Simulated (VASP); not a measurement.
## Be: single point with PBE

The system is Be.

```
Be
1.0
     7.09176    0.00000    0.00000
    -3.54588    6.14165    0.00000
     0.00000    0.00000    7.40853
Be
36
Direct
  0.01716 0.98968 0.04847
  0.13151 0.23140 0.24550
  0.98186 0.94257 0.46734
  0.10386 0.17784 0.75096
  0.98140 0.30546 0.97965
  0.07743 0.50972 0.26254
  0.99300 0.33595 0.49689
  0.15450 0.57649 0.72897
  0.97199 0.62348 0.99162
  0.11526 0.82867 0.24422
  0.01901 0.64178 0.48225
  0.08726 0.85946 0.70179
  0.32018 0.94705 0.98077
  0.40956 0.21724 0.22169
  0.32836 0.93676 0.43944
  0.43628 0.20311 0.72869
  0.32365 0.27208 0.97264
  0.43165 0.53992 0.22000
  0.35430 0.30407 0.44488
  0.42749 0.50088 0.78123
  0.27151 0.64300 0.03920
  0.44455 0.85086 0.22178
  0.32424 0.64006 0.45199
  0.49130 0.84458 0.73299
  0.63131 0.93023 0.00332
  0.74113 0.16642 0.27769
  0.68701 0.99284 0.49957
  0.79545 0.16922 0.74610
  0.65608 0.29362 0.99277
  0.78401 0.53753 0.23424
  0.66805 0.28476 0.52772
  0.72843 0.51854 0.73595
  0.61586 0.61086 0.00957
  0.71566 0.79891 0.25473
  0.59605 0.55964 0.46710
  0.79491 0.86005 0.72407
```

- Program: VASP 6.6.1
- Task: single point
- Functional: PBE
- Potentials or basis: VASP PAW PBE potentials, release 64 (Be)
- Cutoff: 520 eV
- k mesh: 2 × 2 × 2
- Occupations: fermi-dirac, width 0.17 eV
- Spin: no spin polarisation
- Dipole correction: no
- Further INCAR settings: LREAL = Auto; ALGO = Normal; EDIFF = 1e-06; NBANDS = 60

```json
{
  "Pressure": "-3.8 GPa",
  "Largest force": "3.891 eV/Å",
  "Band gap on the k mesh": "zero (bands 36 and 37 overlap by 0.37 eV)"
}
```

Forces in eV/Å, atoms in the order of the input:
```
Be  -0.523 -0.861 -1.310
Be  -1.349 -0.232 -0.152
Be   0.119  0.509 -0.193
Be   0.175  0.192 -0.675
Be   0.613 -0.059  1.017
Be  -0.004 -0.503 -1.513
Be   0.718 -1.151  0.143
Be  -0.570 -0.576  0.632
Be  -0.161  0.401 -0.418
Be  -0.440 -0.120 -1.488
Be  -1.240 -0.137  0.516
Be   0.943 -0.008  1.249
Be  -0.344  0.807 -0.226
Be   2.015 -1.225 -0.862
Be  -0.084  1.955  2.326
Be  -0.136 -0.784  0.067
Be  -0.369  0.260  0.687
Be  -0.483 -1.716  1.255
Be  -2.174 -2.150  2.406
Be  -1.212  0.855 -1.927
Be   1.006 -0.922 -2.318
Be  -0.434  0.647  1.316
Be   0.886 -0.536  1.419
Be  -1.119 -0.151 -0.029
Be   0.569  1.038 -0.455
Be   0.372  0.628 -1.852
Be  -0.113 -1.158  0.022
Be  -1.188  0.162  0.467
Be   0.022 -0.270  0.064
Be  -0.436 -0.666  0.420
Be  -0.513  0.169 -1.517
Be   1.447  0.355  0.416
Be   1.937  0.413 -1.169
Be   0.790  2.183 -0.096
Be   1.901  3.147  1.105
Be  -0.623 -0.495  0.674
```

Stress tensor (GPa, compression positive):
```
-2.62  1.27  0.26
 1.27 -3.24  1.15
 0.26  1.15 -5.53
```

Levels at points of the mesh, in eV from the Fermi level:
```csv
k point,band 34,band 35,band 36,band 37,band 38,band 39
"(0.00, 0.00, 0.00)",-0.22,-0.10,0.00,0.22,0.38,0.42
"(0.50, 0.00, 0.00)",-0.63,-0.33,-0.02,0.62,0.82,0.99
"(0.00, 0.50, 0.00)",-0.65,-0.46,0.00,0.54,0.84,1.02
"(0.50, 0.50, 0.00)",-0.64,-0.25,0.02,0.51,0.75,1.06
"(0.00, 0.00, 0.50)",-1.01,-0.89,-0.57,-0.35,-0.29,-0.06
"(0.50, 0.00, 0.50)",-1.14,-0.84,-0.80,0.91,1.29,1.36
"(0.00, 0.50, 0.50)",-1.27,-0.87,-0.54,0.90,1.13,1.44
"(0.50, 0.50, 0.50)",-1.05,-0.87,-0.66,0.92,1.21,1.38
```

It took 6.9 min on 1 thread of Intel(R) Xeon(R) Platinum 8375C CPU @ 2.90GHz (Ice Lake), on a shared host, peak memory 0.42 GiB.

Caveat: the k points lie up to 0.51 Å⁻¹ apart; forces of over 1 eV/Å act on the atoms, so gaps and moduli don't describe the material at rest.
